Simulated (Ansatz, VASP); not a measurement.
**One calculation of Zr3Si2F, two programs**

```
Zr Si F
1.0
     5.48171    0.00000    0.00000
    -2.74086    4.74730    0.00000
     0.00000    0.00000    6.34989
Zr Si F
3 2 1
Direct
  0.50000 0.00000 0.50000
  0.00000 0.50000 0.50000
  0.50000 0.50000 0.50000
  0.00000 0.00000 0.81410
  0.00000 0.00000 0.18590
  0.00000 0.00000 0.50000
```

Alike in both runs: functional PBE; k mesh 6 × 6 × 4; occupations gaussian, width 0.1 eV; no spin polarisation.

Ansatz relaxed the structure, and its values are those at the end. VASP's run is a single point on that final structure, the one shown.

|  | VASP | Ansatz |
| --- | --- | --- |
| version | VASP 6.6.1 | Ansatz 0.2.0 |
| potentials or method | VASP PAW PBE potentials, release 64 (Zr_sv, Si, F), cutoff 520 eV | scalar-relativistic, plane waves, PAW |
| valence electrons in the cell | 51 | 51 |

|  | VASP | Ansatz | Ansatz less VASP |
| --- | --- | --- | --- |
| gap on the k mesh at the Fermi level (eV) | none | none | - |
| pressure (GPa) | -0.2 | -0.3 | -0.01 |
| rms of the force components (eV/Å) | 0.010 | 0.005 | -0.0052 |

A gap of «none» marks a metal or a gap that the smearing closes. With one functional, cell and mesh, what is left measures potentials, basis and numerics.
